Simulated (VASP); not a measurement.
# Pt in VASP: notebook

The runs below take Pt through single point, with PBE.

Program: VASP 6.6.1. These are calculated values, not measurements. Logs are shortened: lines on timing, memory, paths and dates and some standing lists are left out, and cuts for length are marked.

## 1. The cell of the first run

The cell holds a slab with vacuum, 5 atoms: a = 2.807 Å, b = 2.807 Å, c = 24.169 Å, α = 90.00°, β = 90.00°, γ = 120.00°.

## 2. Single point, PBE

Input file INCAR:

```
SYSTEM = Pt
  PREC = Accurate
  ENCUT = 520
  EDIFF = 1E-7
  ISMEAR = 0
  SIGMA = 0.1
  LREAL = .FALSE.
  LASPH = .TRUE.
  NELM = 60
  ALGO = Normal
  ISIF = 2
  LWAVE = .FALSE.
  LCHARG = .TRUE.
  LDIPOL = .TRUE.
  IDIPOL = 3
  DIPOL = 0.5 0.5 0.500
  GGA = PE
  LELF = .TRUE.
  LVHAR = .TRUE.
  LVACPOTAV = .TRUE.
  NBANDS = 33
```

Input file KPOINTS:

```
Automatic mesh
0
G
  12 12 1
  0 0 0
```

Input file POSCAR:

```
Pt
1.0
    2.8072917799      0.0000000000      0.0000000000
   -1.4036458899      2.4311859972      0.0000000000
    0.0000000000      0.0000000000     24.1685765598
Pt
5
Direct
    0.6666666667      0.3333333333      0.3103203030
    0.3333333333      0.6666666667      0.4051601515
    0.0000000000      0.0000000000      0.5000000000
    0.6666666667      0.3333333333      0.5948398485
    0.3333333333      0.6666666667      0.6896796970
```

Potentials or basis: VASP PAW PBE potentials, release 64 (Pt).

Started as:

```
> cat potpaw_PBE.64/Pt/POTCAR > POTCAR
> mpirun -np 1 vasp_std > vasp.out
```

OUTCAR:

```text
SYSTEM = Pt
   PREC = Accurate
   ENCUT = 520
   EDIFF = 1E-7
   ISMEAR = 0
   LREAL = .FALSE.
   LASPH = .TRUE.
   NELM = 60
   ISIF = 2
   GGA = PE

 ion  position               nearest neighbor table
   1  0.667  0.333  0.310-   2 2.81   2 2.81   2 2.81
   2  0.333  0.667  0.405-   3 2.81   1 2.81   1 2.81   3 2.81   3 2.81   1 2.81
   3  0.000  0.000  0.500-   2 2.81   4 2.81   2 2.81   4 2.81   4 2.81   2 2.81
   4  0.667  0.333  0.595-   3 2.81   5 2.81   5 2.81   3 2.81   3 2.81   5 2.81
   5  0.333  0.667  0.690-   4 2.81   4 2.81   4 2.81

  LATTYP: Found a hexagonal cell.
 ALAT       =     2.8072917799
 C/A-ratio  =     8.6092143086

  Lattice vectors:

 A1 = (   2.8072917799,   0.0000000000,   0.0000000000)
 A2 = (  -1.4036458899,   2.4311859972,   0.0000000000)
 A3 = (   0.0000000000,   0.0000000000,  24.1685765598)

Analysis of symmetry for initial positions (statically):
=====================================================================
 Subroutine PRICEL returns:
 Original cell was already a primitive cell.

 Routine SETGRP: Setting up the symmetry group for a
 hexagonal supercell.

 Subroutine GETGRP returns: Found 12 space group operations
 (whereof 12 operations were pure point group operations)
 out of a pool of 24 trial point group operations.

The static configuration has the point symmetry D_3d.

Analysis of symmetry for dynamics (positions and initial velocities):
=====================================================================
 Subroutine PRICEL returns:
 Original cell was already a primitive cell.

 Routine SETGRP: Setting up the symmetry group for a
 hexagonal supercell.

 Subroutine GETGRP returns: Found 12 space group operations
 (whereof 12 operations were pure point group operations)
 out of a pool of 24 trial point group operations.

The dynamic configuration has the point symmetry D_3d.

 Subroutine INISYM returns: Found 12 space group operations
 (whereof 12 operations are pure point group operations),
 and found     1 'primitive' translations

----------------------------------------------------------------------------------------

                                     Primitive cell

  volume of cell :     164.9517

  direct lattice vectors                    reciprocal lattice vectors
     2.807291780  0.000000000  0.000000000     0.356215199  0.205660941  0.000000000
[... 92 lines left out ...]
   ISIF   =      2    stress and relaxation
   ISYM   =      2    0-nonsym 1-usesym 2-fastsym
   POTIM  = 0.5000    time-step for ionic-motion
   TEBEG  =    0.0;   TEEND  =   0.0 temperature during run
   PSTRESS=    0.0 pullay stress
   NELECT =      50.0000    total number of electrons
   NUPDOWN=      -1.0000    fix difference up-down
   EMIN   =  10.00;   EMAX   =-10.00  energy-range for DOS
   EFERMI =   0.00;   METHOD = LEGACY
   ISMEAR =     0;   SIGMA  =   0.10  broadening in eV -4-tet -1-fermi 0-gaus
   EFERMI_NEDOS =   21; number of points for ismear=-14 and -15
   IALGO  =     38    algorithm
   IMIX   =      4    mixing-type and parameters
     AMIX     =   0.40;   BMIX     =  1.00
     AMIX_MAG =   1.60;   BMIX_MAG =  1.00
  volume/ion in A,a.u.               =      32.99       222.63
  Fermi-wavevector in a.u.,A,eV,Ry     =   1.099713  2.078156 16.454450  1.209368
  Thomas-Fermi vector in A             =   2.236112
   LORBIT       =      0    0 simple, 1 ext, 2 COOP (PROOUT), +10 PAW based schemes
   GGA     = PE    functional components
   LHFCALC =     F    Hartree Fock is set to
   AEXX    =    0.0000 exact exchange contribution
   IVDW    =     0    specifies the selected vdW correction
   LEPSILON=     F    determine dielectric tensor
   LRPA    =     F    only Hartree local field effects (RPA)
 non-spin polarized calculation
 Gauss-broadening in eV      SIGMA  =   0.10
  energy-cutoff  :      520.00
  volume of cell :      164.95
 maximum number of plane-waves:      4479
 NGX is ok and might be reduce to    24
   NGX = 11   NGY = 11   NGZ = 89

 dipolmoment           0.000000      0.000000      0.000000 electrons x Angstroem

 number of electron      49.9999995 magnetization

 dipolmoment           0.000000      0.000000     -0.000000 electrons x Angstroem

 Free energy of the ion-electron system (eV)
  ---------------------------------------------------
  ext. energy  EPLUGINS =         0.00000000
  ---------------------------------------------------
  free energy    TOTEN  =       -29.24899013 eV

  energy without entropy =      -29.19227003  energy(sigma->0) =      -29.22063008

 E-fermi :   1.9841     XC(G=0):  -7.0232

 val. band max:        1.9797997432   @ k =   0.0000   0.0000   0.0000
 cond. band min:       1.9931596981   @ k =   0.0833   0.0000   0.0000
 fundamental gap:      0.0133599549
 Fermi energy:         1.9840558257

 k-point     1 :       0.0000    0.0000    0.0000
  band No.  band energies     occupation
      1      -7.4629      2.00000
      2      -6.4969      2.00000
      3      -5.4382      2.00000
      4      -4.7881      2.00000
      5      -4.7572      2.00000
      6      -1.7508      2.00000
[... 673 lines left out ...]
     32       8.8539      0.00000
     33       8.8539      0.00000

------------------------ aborting loop because EDIFF is reached ----------------------------------------

  FORCE on cell =-STRESS in cart. coord.  units (eV):
  Direction    XX          YY          ZZ          XY          YZ          ZX
  --------------------------------------------------------------------------------------
  -------------------------------------------------------------------------------------
  Total       -4.3472968     -4.3472968     -0.3881670     -0.0000000      0.0000000      0.0000000
  in kB      -42.2253304    -42.2253304     -3.7702693     -0.0000000      0.0000000      0.0000000
  external PRESSURE =     -29.4069767 kB  Pullay stress =       0.0000000 kB

 VOLUME and BASIS-vectors are now :
 -----------------------------------------------------------------------------
  energy-cutoff  :      520.00
  volume of cell :      164.95
      direct lattice vectors                 reciprocal lattice vectors
     2.807291780  0.000000000  0.000000000     0.356215199  0.205660941  0.000000000
    -1.403645890  2.431185997  0.000000000     0.000000000  0.411321882  0.000000000
     0.000000000  0.000000000 24.168576560     0.000000000  0.000000000  0.041376040

 POSITION                                       TOTAL-FORCE (eV/Angst)
 -----------------------------------------------------------------------------------
      1.40365      0.81040      7.50000         0.000000     -0.000000     -0.091529
     -0.00000      1.62079      9.79214         0.000000      0.000000      0.254195
      0.00000      0.00000     12.08429         0.000000      0.000000      0.000000
      1.40365      0.81040     14.37643         0.000000      0.000000     -0.254195
     -0.00000      1.62079     16.66858        -0.000000      0.000000      0.091529
 -----------------------------------------------------------------------------------
    total drift:                                0.000000      0.000000      0.000000

  FREE ENERGIE OF THE ION-ELECTRON SYSTEM (eV)
  ---------------------------------------------------
  free  energy   TOTEN  =       -29.2489901326 eV

  energy  without entropy=      -29.1922700331  energy(sigma->0) =      -29.22063008

 vacuum level on the upper side and lower side of the slab         7.670         7.670
```

OSZICAR:

```text
N       E                     dE             d eps       ncg     rms          rms(c)
DAV:   1     0.328470185688E+03    0.32847E+03   -0.23221E+04  1254   0.133E+03
DAV:   2    -0.167757078964E+02   -0.34525E+03   -0.31927E+03  1541   0.280E+02
DAV:   3    -0.308302124138E+02   -0.14055E+02   -0.13318E+02  1497   0.529E+01
[... 21 lines left out ...]
DAV:  25    -0.292489887691E+02   -0.37021E-05   -0.74224E-08   949   0.887E-04    0.310E-04
DAV:  26    -0.292489897421E+02   -0.97300E-06   -0.14831E-08   906   0.367E-04    0.176E-04
DAV:  27    -0.292489900118E+02   -0.26966E-06   -0.50630E-09   870   0.240E-04    0.107E-04
DAV:  28    -0.292489901187E+02   -0.10687E-06   -0.30826E-09   855   0.159E-04    0.734E-05
DAV:  29    -0.292489901326E+02   -0.13876E-07   -0.46131E-10   834   0.756E-05
   1 F= -.29248990E+02 E0= -.29220630E+02  d E =-.567201E-01
```

Run time: 6.9 min. Hardware: 1 thread of Intel Xeon 8259CL, shared host; peak memory 0.34 GiB.

Results:

```
Free energy            : -29.2490 eV
Largest force          : 0.254 eV/Å
Band gap on the k mesh : zero (bands 25 and 26 overlap by 1.43 eV)
```

Forces in eV/Å, atoms in the order of the input:
```
Pt   0.000  0.000 -0.092
Pt   0.000  0.000  0.254
Pt   0.000  0.000  0.000
Pt   0.000  0.000 -0.254
Pt   0.000  0.000  0.092
```

Levels at points of the mesh, in eV from the Fermi level:
```tsv
k point	band 22	band 23	band 24	band 25	band 26	band 27	band 28	band 29
(0.00, 0.00, 0.00)	-1.39	-1.39	-0.94	-0.94	-0.31	-0.31	-0.09	0.00
(0.50, 0.00, 0.00)	0.17	0.30	0.54	0.56	0.73	2.14	2.48	2.89
```

Caveat: spin-orbit coupling is left out, which moves the levels of the heavy elements.

## 3. Single point, PBE

Input file INCAR:

```
SYSTEM = Pt
PREC = Accurate
ENCUT = 520
EDIFF = 1E-7
ISMEAR = 0
SIGMA = 0.1
LREAL = .FALSE.
LASPH = .TRUE.
NELM = 100
ALGO = Normal
ISIF = 2
LWAVE = .FALSE.
LCHARG = .FALSE.
LDIPOL = .TRUE.
IDIPOL = 3
DIPOL = 0.5 0.5 0.500
GGA = PE
NBANDS = 33
```

Input file KPOINTS:

```
regular mesh
0
G
  12 12 1
  0 0 0
```

Input file POSCAR:

```
Pt
1.0
    2.8072917799      0.0000000000      0.0000000000
   -1.4036458899      2.4311859972      0.0000000000
    0.0000000000      0.0000000000     24.1685765598
Pt
5
Direct
    0.6666666667      0.3333333333      0.3106181780
    0.3333333333      0.6666666667      0.4062399622
    0.0000000000      0.0000000000      0.4999999972
    0.6666666667      0.3333333333      0.5937600316
    0.3333333333      0.6666666667      0.6893818310
```

Potentials or basis: VASP PAW PBE potentials, release 64 (Pt).

Started as:

```
> cat potpaw_PBE.64/Pt/POTCAR > POTCAR
> mpirun -np 1 vasp_std > vasp.out
```

It took 6.4 min on 1 thread of Intel Xeon 8259CL, shared host; peak memory 0.34 GiB.

Results (log left out):

```yaml
Free_energy: -29.2553 eV
Largest_force: 0.019 eV/Å
Band_gap_on_the_k_mesh: zero (bands 25 and 26 overlap by 1.45 eV)
```

Forces in eV/Å, atoms in the order of the input:
```
Pt   0.000  0.000  0.019
Pt   0.000  0.000  0.006
Pt   0.000  0.000  0.000
Pt   0.000  0.000 -0.006
Pt   0.000  0.000 -0.019
```

Levels at points of the mesh, in eV from the Fermi level:
```tsv
k point	band 21	band 22	band 23	band 24	band 25	band 26	band 27	band 28	band 29	band 30
(0.00, 0.00, 0.00)	-1.59	-1.39	-1.39	-0.91	-0.91	-0.32	-0.32	-0.09	0.00	0.00
(0.50, 0.00, 0.00)	0.07	0.17	0.30	0.55	0.57	0.73	2.15	2.48	2.88	2.98
```

Caveat: spin-orbit coupling is left out, which moves the levels of the heavy elements.

[end of part 1 of 2]
